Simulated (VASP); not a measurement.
## Ba2SeO: single point with PBE

Crystal: Ba2SeO.

```xyz
4
Lattice="2.1408 1.2360 7.1562 -2.1408 1.2360 7.1562 0.0000 -2.4720 7.1562" Properties=species:S:1:pos:R:3 pbc="T T T"
O     2.1408    1.2360    7.1562
Se    0.0000    0.0000   10.7343
Ba    0.0000    0.0000    5.6480
Ba    0.0000    0.0000   15.8206
```

```yaml
Program: VASP 6.6.1
Task: single point
Functional: PBE
Potentials_or_basis: VASP PAW PBE potentials, release 64 (O, Se, Ba_sv)
Cutoff: 520 eV
k_mesh: 6 × 6 × 6
Occupations: gaussian, width 0.01 eV
Spin: no spin polarisation
```

```json
{"Pressure": "0.9 GPa", "Largest force": "0.022 eV/Å", "Band gap on the k mesh": "1.68 eV (least direct gap 1.94 eV)"}
```

Forces in eV/Å, atoms in the order of the input:
```
O    0.000  0.000  0.000
Se   0.000  0.000  0.000
Ba   0.000  0.000 -0.022
Ba   0.000  0.000  0.022
```

Levels at points of the mesh, in eV from the valence-band top:
```csv
k point,band 13,band 14,band 15,band 16,band 17,band 18,band 19,band 20
"(0.00, 0.00, 0.00)",-1.52,-0.45,0.00,0.00,2.75,3.70,3.70,3.79
"(0.50, 0.00, 0.00)",-1.19,-1.19,-0.95,-0.53,2.74,3.12,4.68,5.49
"(0.50, 0.50, 0.00)",-1.43,-0.70,-0.51,-0.25,1.68,4.66,5.01,5.74
"(0.50, 0.50, 0.50)",-1.38,-1.38,-0.28,-0.28,2.93,4.28,4.28,4.64
```

Run time: 6.3 min on 1 thread of Intel(R) Xeon(R) Platinum 8259CL CPU @ 2.50GHz (Skylake/Cascade Lake) (shared host), peak memory 0.45 GiB.

Caveat: spin-orbit coupling is left out, which moves the levels of the heavy elements. A k mesh can miss the band edges.
